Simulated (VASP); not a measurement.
# K (P6_3/mmc) in VASP: notebook

K is run at these levels: PBE; tasks: single point, relaxation of cell and atoms.

All numbers are computed with VASP 6.6.1; they aren't measurements. Logs are shortened: lines on timing, memory, paths and dates and some standing lists are left out, and cuts for length are marked.

## Step 1: The cell of the first run

The structure is hexagonal, space group P6_3/mmc (No. 194). Conventional cell: a = 4.733 Å, b = 4.733 Å, c = 7.629 Å, α = 90.00°, β = 90.00°, γ = 120.00°.

This isn't the form of K at room conditions, which is bcc.

## Step 2: Single point, PBE

File INCAR:

```
ALGO = Normal ; EDIFF = 1E-6
ENCUT = 520 ; GGA = PE
ISIF = 2 ; ISMEAR = 0
LASPH = T ; LCHARG = F
LREAL = F ; LWAVE = F
NBANDS = 16 ; NELM = 100
PREC = Accurate ; SIGMA = 0.05
```

File KPOINTS:

```
k-points
0
Gamma
  10 10 6
```

File POSCAR:

```
K
1.0
    4.7326564225      0.0000000000      0.0000000000
   -2.3663282112      4.0986006893      0.0000000000
    0.0000000000      0.0000000000      7.6290327881
K
2
Direct
    0.3333333333      0.6666666667      0.7500000000
    0.6666666667      0.3333333333      0.2500000000
```

Potentials or basis: VASP PAW PBE potentials, release 64 (K_sv).

On the command line:

```sh
$ cat potpaw_PBE.64/K_sv/POTCAR > POTCAR
$ mpirun -np 1 vasp_std > vasp.out
```

OUTCAR:

```text
EDIFF = 1E-6
   ENCUT = 520
   GGA = PE
   ISIF = 2
   ISMEAR = 0
   LASPH = T
   LREAL = F
   NELM = 100
   PREC = Accurate

 ion  position               nearest neighbor table
   1  0.333  0.667  0.750-
   2  0.667  0.333  0.250-

  LATTYP: Found a hexagonal cell.
 ALAT       =     4.7326564225
 C/A-ratio  =     1.6119980212

  Lattice vectors:

 A1 = (   4.7326564225,   0.0000000000,   0.0000000000)
 A2 = (  -2.3663282112,   4.0986006893,   0.0000000000)
 A3 = (   0.0000000000,   0.0000000000,   7.6290327881)

Analysis of symmetry for initial positions (statically):
=====================================================================
 Subroutine PRICEL returns:
 Original cell was already a primitive cell.

 Routine SETGRP: Setting up the symmetry group for a
 hexagonal supercell.

 Subroutine GETGRP returns: Found 24 space group operations
 (whereof 12 operations were pure point group operations)
 out of a pool of 24 trial point group operations.

The static configuration has the point symmetry D_3d.
 The point group associated with its full space group is D_6h.

Analysis of symmetry for dynamics (positions and initial velocities):
=====================================================================
 Subroutine PRICEL returns:
 Original cell was already a primitive cell.

 Routine SETGRP: Setting up the symmetry group for a
 hexagonal supercell.

 Subroutine GETGRP returns: Found 24 space group operations
 (whereof 12 operations were pure point group operations)
 out of a pool of 24 trial point group operations.

The dynamic configuration has the point symmetry D_3d.
 The point group associated with its full space group is D_6h.

 Subroutine INISYM returns: Found 24 space group operations
 (whereof 12 operations are pure point group operations),
 and found     1 'primitive' translations

----------------------------------------------------------------------------------------

                                     Primitive cell

  volume of cell :     147.9824

  direct lattice vectors                    reciprocal lattice vectors
     4.732656422  0.000000000  0.000000000     0.211297823  0.121992855  0.000000000
    -2.366328211  4.098600689  0.000000000     0.000000000  0.243985710  0.000000000
     0.000000000  0.000000000  7.629032788     0.000000000  0.000000000  0.131078215

  length of vectors
     4.732656422  4.732656423  7.629032788     0.243985710  0.243985710  0.131078215

  position of ions in fractional coordinates (direct lattice)
     0.333333333  0.666666667  0.750000000
     0.666666667  0.333333333  0.250000000

  ion indices of the primitive-cell ions
   primitive index   ion index
                 1           1
                 2           2

----------------------------------------------------------------------------------------

 KPOINTS: k-points

Automatic generation of k-mesh.
 Grid dimensions read from file:
 generate k-points for:   10   10    6

 Generating k-lattice:

  Cartesian coordinates                     Fractional coordinates (reciprocal lattice)
     0.021129782  0.012199286  0.000000000     0.100000000  0.000000000  0.000000000
     0.000000000  0.024398571  0.000000000     0.000000000  0.100000000  0.000000000
     0.000000000  0.000000000  0.021846369     0.000000000  0.000000000  0.166666667

  Length of vectors
     0.024398571  0.024398571  0.021846369

  Shift w.r.t. Gamma in fractional coordinates (k-lattice)
     0.000000000  0.000000000  0.000000000

 Subroutine IBZKPT returns following result:
 ===========================================

 Found     56 irreducible k-points:

 Following reciprocal coordinates:
            Coordinates               Weight
  0.000000  0.000000  0.000000      1.000000
  0.100000  0.000000  0.000000      6.000000
  0.200000  0.000000  0.000000      6.000000
  0.300000  0.000000  0.000000      6.000000
  0.400000 -0.000000  0.000000      6.000000
  0.500000  0.000000  0.000000      3.000000
[... 16 lines left out ...]
  0.300000  0.100000  0.166667     24.000000
  0.400000  0.100000  0.166667     24.000000
 [... further k-points ...]
   k-points           NKPTS =     56   k-points in BZ     NKDIM =     56   number of bands    NBANDS=     16
   number of dos      NEDOS =    301   number of ions     NIONS =      2
   total plane-waves  NPLWV =  77760
   dimension x,y,z NGX =    36 NGY =   36 NGZ =   60
   dimension x,y,z NGXF=    72 NGYF=   72 NGZF=  120
   ions per type =               2
   NGX,Y,Z   is equivalent  to a cutoff of  12.65, 12.65, 13.07 a.u.
   NGXF,Y,Z  is equivalent  to a cutoff of  25.29, 25.29, 26.15 a.u.
 SYSTEM =  unknown system
   PREC   = accura    normal or accurate (medium, high low for compatibility)
   ISTART =      0    job   : 0-new  1-cont  2-samecut
   ICHARG =      2    charge: 1-file 2-atom 10-const
   ISPIN  =      1    spin polarized calculation?
   LNONCOLLINEAR =      F non collinear calculations
   LSORBIT =      F    spin-orbit coupling
   LASPH  =      T    aspherical Exc in radial PAW
   ENCUT  =  520.0 eV  38.22 Ry    6.18 a.u.   8.80  8.80 14.18*2*pi/ulx,y,z
   NELM   =    100;   NELMIN=  2; NELMDL= -5     # of ELM steps
   EDIFF  = 0.1E-05   stopping-criterion for ELM
   LREAL  =      F    real-space projection
   EDIFFG = 0.1E-04   stopping-criterion for IOM
   NSW    =      0    number of steps for IOM
   IBRION =     -1    ionic relax: 0-MD 1-quasi-New 2-CG
   NFREE  =      0    steps in history (QN), initial steepest desc. (CG)
   ISIF   =      2    stress and relaxation
   ISYM   =      2    0-nonsym 1-usesym 2-fastsym
   POTIM  = 0.5000    time-step for ionic-motion
   TEBEG  =    0.0;   TEEND  =   0.0 temperature during run
   PSTRESS=    0.0 pullay stress
   NELECT =      18.0000    total number of electrons
   NUPDOWN=      -1.0000    fix difference up-down
   EMIN   =  10.00;   EMAX   =-10.00  energy-range for DOS
   EFERMI =   0.00;   METHOD = LEGACY
   ISMEAR =     0;   SIGMA  =   0.05  broadening in eV -4-tet -1-fermi 0-gaus
   EFERMI_NEDOS =   21; number of points for ismear=-14 and -15
   IALGO  =     38    algorithm
   IMIX   =      4    mixing-type and parameters
     AMIX     =   0.40;   BMIX     =  1.00
     AMIX_MAG =   1.60;   BMIX_MAG =  1.00
  volume/ion in A,a.u.               =      73.99       499.32
  Fermi-wavevector in a.u.,A,eV,Ry     =   0.811140  1.532832  8.951920  0.657948
  Thomas-Fermi vector in A             =   1.920444
   LORBIT       =      0    0 simple, 1 ext, 2 COOP (PROOUT), +10 PAW based schemes
   GGA     = PE    functional components
   LHFCALC =     F    Hartree Fock is set to
   AEXX    =    0.0000 exact exchange contribution
   IVDW    =     0    specifies the selected vdW correction
   LEPSILON=     F    determine dielectric tensor
   LRPA    =     F    only Hartree local field effects (RPA)
 non-spin polarized calculation
 Gauss-broadening in eV      SIGMA  =   0.05
  energy-cutoff  :      520.00
  volume of cell :      147.98
 maximum number of plane-waves:      4012
 NGX is ok and might be reduce to    36
   NGX = 17   NGY = 17   NGZ = 29

 number of electron      18.0000003 magnetization

 Free energy of the ion-electron system (eV)
  ---------------------------------------------------
  ext. energy  EPLUGINS =         0.00000000
  ---------------------------------------------------
  free energy    TOTEN  =        -2.09834390 eV

  energy without entropy =       -2.09684767  energy(sigma->0) =       -2.09759579

 E-fermi :  -0.1541     XC(G=0):  -5.6359

 val. band max:       -0.1949218921   @ k =   0.3000   0.2000   0.3333
 cond. band min:      -0.1255968776   @ k =   0.1000   0.1000   0.1667
 fundamental gap:      0.0693250145
 Fermi energy:        -0.1540773635

 k-point     1 :       0.0000    0.0000    0.0000
  band No.  band energies     occupation
      1     -32.2625      2.00000
      2     -32.2586      2.00000
      3     -15.7804      2.00000
      4     -15.7234      2.00000
      5     -15.7234      2.00000
      6     -15.7136      2.00000
[... 8 lines left out ...]
     15       4.3285      0.00000
     16       4.3285      0.00000

 k-point     2 :       0.1000    0.0000    0.0000
  band No.  band energies     occupation
      1     -32.2622      2.00000
      2     -32.2585      2.00000
      3     -15.7783      2.00000
      4     -15.7278      2.00000
      5     -15.7248      2.00000
      6     -15.7182      2.00000
[... 8 lines left out ...]
     15       4.2989      0.00000
     16       4.4343      0.00000

 k-point     3 :       0.2000    0.0000    0.0000
  band No.  band energies     occupation
      1     -32.2614      2.00000
      2     -32.2582      2.00000
      3     -15.7725      2.00000
      4     -15.7396      2.00000
      5     -15.7302      2.00000
      6     -15.7285      2.00000
[... 8 lines left out ...]
     15       4.1137      0.00000
     16       4.3285      0.00000

 k-point     4 :       0.3000    0.0000    0.0000
  band No.  band energies     occupation
      1     -32.2603      2.00000
      2     -32.2578      2.00000
      3     -15.7642      2.00000
      4     -15.7543      2.00000
      5     -15.7447      2.00000
      6     -15.7330      2.00000
[... 8 lines left out ...]
     15       4.0643      0.00000
     16       4.3423      0.00000

 k-point     5 :       0.4000   -0.0000    0.0000
  band No.  band energies     occupation
      1     -32.2594      2.00000
      2     -32.2577      2.00000
      3     -15.7663      2.00000
      4     -15.7561      2.00000
      5     -15.7557      2.00000
      6     -15.7365      2.00000
[... 8 lines left out ...]
     15       3.8904      0.00000
     16       4.5883      0.00000

 k-point     6 :       0.5000    0.0000    0.0000
  band No.  band energies     occupation
      1     -32.2589      2.00000
      2     -32.2577      2.00000
      3     -15.7709      2.00000
      4     -15.7604      2.00000
      5     -15.7514      2.00000
      6     -15.7379      2.00000
[... 8 lines left out ...]
     15       3.8303      0.00000
     16       4.7092      0.00000

 k-point     7 :       0.1000    0.1000    0.0000
  band No.  band energies     occupation
      1     -32.2616      2.00000
      2     -32.2583      2.00000
      3     -15.7744      2.00000
      4     -15.7349      2.00000
      5     -15.7303      2.00000
      6     -15.7239      2.00000
[... 8 lines left out ...]
     15       4.1998      0.00000
     16       4.3137      0.00000

 k-point     8 :       0.2000    0.1000    0.0000
  band No.  band energies     occupation
      1     -32.2607      2.00000
      2     -32.2579      2.00000
      3     -15.7673      2.00000
      4     -15.7470      2.00000
      5     -15.7414      2.00000
      6     -15.7302      2.00000
[... 8 lines left out ...]
     15       3.9612      0.00000
     16       4.3359      0.00000

 k-point     9 :       0.3000    0.1000    0.0000
  band No.  band energies     occupation
      1     -32.2597      2.00000
      2     -32.2577      2.00000
      3     -15.7602      2.00000
      4     -15.7587      2.00000
      5     -15.7518      2.00000
      6     -15.7363      2.00000
[... 8 lines left out ...]
     15       3.7294      0.00000
     16       4.3139      0.00000
[... 172 lines left out ...]
 k-point    19 :       0.4000   -0.0000    0.1667
  band No.  band energies     occupation
      1     -32.2592      2.00000
      2     -32.2578      2.00000
      3     -15.7702      2.00000
      4     -15.7596      2.00000
      5     -15.7488      2.00000
      6     -15.7355      2.00000
[... 8 lines left out ...]
     15       3.9224      0.00000
     16       4.5173      0.00000

 k-point    20 :       0.5000    0.0000    0.1667
  band No.  band energies     occupation
      1     -32.2588      2.00000
      2     -32.2577      2.00000
      3     -15.7738      2.00000
      4     -15.7637      2.00000
      5     -15.7463      2.00000
      6     -15.7368      2.00000
[... 8 lines left out ...]
     15       3.8688      0.00000
     16       4.6070      0.00000

 k-point    21 :       0.1000    0.1000    0.1667
  band No.  band energies     occupation
      1     -32.2614      2.00000
      2     -32.2585      2.00000
      3     -15.7711      2.00000
      4     -15.7337      2.00000
      5     -15.7312      2.00000
      6     -15.7256      2.00000
[... 8 lines left out ...]
     15       4.0348      0.00000
     16       4.3585      0.00000

 k-point    22 :       0.2000    0.1000    0.1667
  band No.  band energies     occupation
      1     -32.2605      2.00000
      2     -32.2581      2.00000
      3     -15.7664      2.00000
      4     -15.7452      2.00000
      5     -15.7423      2.00000
      6     -15.7308      2.00000
[... 8 lines left out ...]
     15       3.8604      0.00000
     16       4.3975      0.00000

 k-point    23 :       0.3000    0.1000    0.1667
  band No.  band energies     occupation
      1     -32.2595      2.00000
      2     -32.2578      2.00000
      3     -15.7660      2.00000
      4     -15.7558      2.00000
      5     -15.7487      2.00000
      6     -15.7359      2.00000
[... 8 lines left out ...]
     15       3.6607      0.00000
     16       4.3694      0.00000

 k-point    24 :       0.4000    0.1000    0.1667
  band No.  band energies     occupation
      1     -32.2588      2.00000
      2     -32.2577      2.00000
      3     -15.7713      2.00000
      4     -15.7617      2.00000
      5     -15.7470      2.00000
      6     -15.7382      2.00000
[... 8 lines left out ...]
     15       3.5735      0.00000
     16       4.2430      0.00000

 [... further k-points ...]

------------------------ aborting loop because EDIFF is reached ----------------------------------------

  FORCE on cell =-STRESS in cart. coord.  units (eV):
  Direction    XX          YY          ZZ          XY          YZ          ZX
  --------------------------------------------------------------------------------------
  -------------------------------------------------------------------------------------
  Total       -0.0036342     -0.0036342     -0.0279978     -0.0000000      0.0000000      0.0000000
  in kB       -0.0393473     -0.0393473     -0.3031263     -0.0000000      0.0000000      0.0000000
  external PRESSURE =      -0.1272736 kB  Pullay stress =       0.0000000 kB

 VOLUME and BASIS-vectors are now :
 -----------------------------------------------------------------------------
  energy-cutoff  :      520.00
  volume of cell :      147.98
      direct lattice vectors                 reciprocal lattice vectors
     4.732656422  0.000000000  0.000000000     0.211297823  0.121992855  0.000000000
    -2.366328211  4.098600689  0.000000000     0.000000000  0.243985710  0.000000000
     0.000000000  0.000000000  7.629032788     0.000000000  0.000000000  0.131078215

 POSITION                                       TOTAL-FORCE (eV/Angst)
 -----------------------------------------------------------------------------------
     -0.00000      2.73240      5.72177        -0.000000      0.000000      0.000000
      2.36633      1.36620      1.90726         0.000000     -0.000000      0.000000
 -----------------------------------------------------------------------------------
    total drift:                               -0.000000      0.000000     -0.000000

  FREE ENERGIE OF THE ION-ELECTRON SYSTEM (eV)
  ---------------------------------------------------
  free  energy   TOTEN  =        -2.0983438998 eV

  energy  without entropy=       -2.0968476719  energy(sigma->0) =       -2.09759579
```

Wall time 58 s (1 thread of Intel Xeon Platinum 8488C (Sapphire Rapids), shared host); peak memory 0.3 GiB.

Results:

```
Free energy            : -2.0983 eV
Pressure               : 0.0 GPa
Band gap on the k mesh : zero (bands 9 and 10 overlap by 2.32 eV)
```

## Step 3: Relaxation of cell and atoms, PBE

This run uses another cell than the first one, of 71.53 Å³/atom.

File INCAR:

```
SYSTEM = K
PREC = Accurate
ENCUT = 600
EDIFF = 1E-6
ISMEAR = 0
SIGMA = 0.05
LREAL = .FALSE.
LASPH = .TRUE.
NELM = 100
ALGO = Fast
ISIF = 3
LWAVE = .FALSE.
LCHARG = .FALSE.
GGA = PE
IBRION = 2
NSW = 80
EDIFFG = -0.01
```

File KPOINTS:

```
Automatic mesh
0
G
  10 10 6
  0 0 0
```

File POSCAR:

```
K
1.0
    4.6590760777      0.0000000000      0.0000000000
   -2.3295380388      4.0348782414      0.0000000000
    0.0000000000      0.0000000000      7.6098242602
K
2
Direct
    0.3333333333      0.6666666667      0.7500000000
    0.6666666667      0.3333333333      0.2500000000
```

Potentials or basis: VASP PAW PBE potentials, release 64 (K_sv).

On the command line:

```sh
$ cat potpaw_PBE.64/K_sv/POTCAR > POTCAR
$ mpirun -np 1 vasp_std > vasp.out
```

Run time: 9 min. Hardware: 1 thread of Intel Xeon Platinum 8488C (Sapphire Rapids), shared host; peak memory 0.39 GiB.

It converged, with:

- Free energy: -2.0984 eV
- Relaxed volume: 74.08 Å³/atom
- Relaxed cell: a = 4.741 Å, b = 4.741 Å, c = 7.611 Å, α = 90.00°, β = 90.00°, γ = 120.00°
- Space group after relaxing (to 0.1 Å): P6_3/mmc (No. 194)
- Energy gained by relaxing: 1.2 meV/atom
- Ionic steps: 9
- Pressure after relaxing: 0.0 GPa
- Band gap on the k mesh: zero (bands 9 and 10 overlap by 2.31 eV)

The path:
```
step  energy change (eV)  largest force (eV/Å)  pressure (GPa)  volume (Å³)
   1              0.0000                0.0000            0.13       143.06
   2             -0.0009                0.0000            0.10       144.23
   3             -0.0022                0.0000            0.00       147.81
   4             -0.0022                0.0000            0.00       148.07
   5             -0.0022                0.0000           -0.02       148.58
   6             -0.0022                0.0000            0.00       148.22
   7             -0.0022                0.0000           -0.01       148.40
   8             -0.0023                0.0000           -0.01       148.34
   9             -0.0024                0.0000           -0.01       148.16
```

Final structure:
```cif
data_structure
_symmetry_space_group_name_H-M 'P 1'
_symmetry_Int_Tables_number 1
_cell_length_a 4.7413
_cell_length_b 4.7413
_cell_length_c 7.6106
_cell_angle_alpha 90.000
_cell_angle_beta 90.000
_cell_angle_gamma 120.000
_cell_volume 148.16
loop_
_atom_site_label
_atom_site_type_symbol
_atom_site_fract_x
_atom_site_fract_y
_atom_site_fract_z
_atom_site_occupancy
K1 K 0.33333 0.66667 0.75000 1
K2 K 0.66667 0.33333 0.25000 1
```

Levels at points of the mesh, in eV from the Fermi level:
| k point | band 7 | band 8 | band 9 | band 10 | band 11 | band 12 |
| --- | --- | --- | --- | --- | --- | --- |
| (0.00, 0.00, 0.00) | -15.56 | -15.56 | -2.13 | 0.39 | 0.62 | 4.06 |
| (0.50, 0.00, 0.00) | -15.58 | -15.57 | 0.12 | 0.25 | 1.68 | 1.99 |
| (0.00, 0.00, 0.50) | -15.57 | -15.57 | -1.40 | -1.40 | 2.84 | 2.84 |
| (0.50, 0.00, 0.50) | -15.58 | -15.58 | 0.63 | 0.63 | 0.87 | 0.87 |

The gap in the log of VASP goes by the Fermi energy; the results here count the filled bands.